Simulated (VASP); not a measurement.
Input of a VASP 6.6.1 run:

The input POSCAR:

```
NaCl
1.0
    3.4857310881      0.0000000000      0.0000000000
    0.0000000000      3.4857310881      0.0000000000
    0.0000000000      0.0000000000      3.4857310881
Na Cl
1 1
Direct
    0.0000000000      0.0000000000      0.0000000000
    0.5000000000      0.5000000000      0.5000000000
```

The input INCAR.step1:

```
  PREC = Accurate
  ENCUT = 520
  EDIFF = 1E-5
  ISMEAR = -1
  SIGMA = 0.02
  LREAL = F
  LASPH = T
  NELM = 100
  ALGO = Normal
  ISIF = 2
  LWAVE = T
  LCHARG = F
  GGA = PE
  NBANDS = 14
```

Contents of INCAR.step2:

```
  PREC = Accurate
  ENCUT = 520
  EDIFF = 1E-6
  ISMEAR = -1
  SIGMA = 0.02
  LREAL = F
  LASPH = T
  NELM = 100
  ALGO = Normal
  ISIF = 2
  LWAVE = F
  LCHARG = F
  GGA = PE
  LHFCALC = T
  HFSCREEN = 0.2079
  PRECFOCK = Normal
  ISTART = 1
  NBANDS = 14
```

The input KPOINTS:

```
regular mesh
0
Gamma
  4 4 4
```

Potentials or basis: VASP PAW PBE potentials, release 64 (Na_pv, Cl).

Command:

```sh
$ cat potpaw_PBE.64/Na_pv/POTCAR potpaw_PBE.64/Cl/POTCAR > POTCAR
$ cp INCAR.step1 INCAR
$ mpirun -np 1 vasp_std > vasp.out
$ cp INCAR.step2 INCAR
$ mpirun -np 1 vasp_std > vasp.out
```

Problem. Estimate the pressure.

Solution. 0.0 GPa.

Problem. Predict the band gap on the k mesh.

Solution. 5.34 eV (least direct gap 5.88 eV).

Caveat: the k points lie up to 0.45 Å⁻¹ apart; the PAW data sets were made with another functional, which shifts forces and pressure a little. A k mesh can miss the band edges.
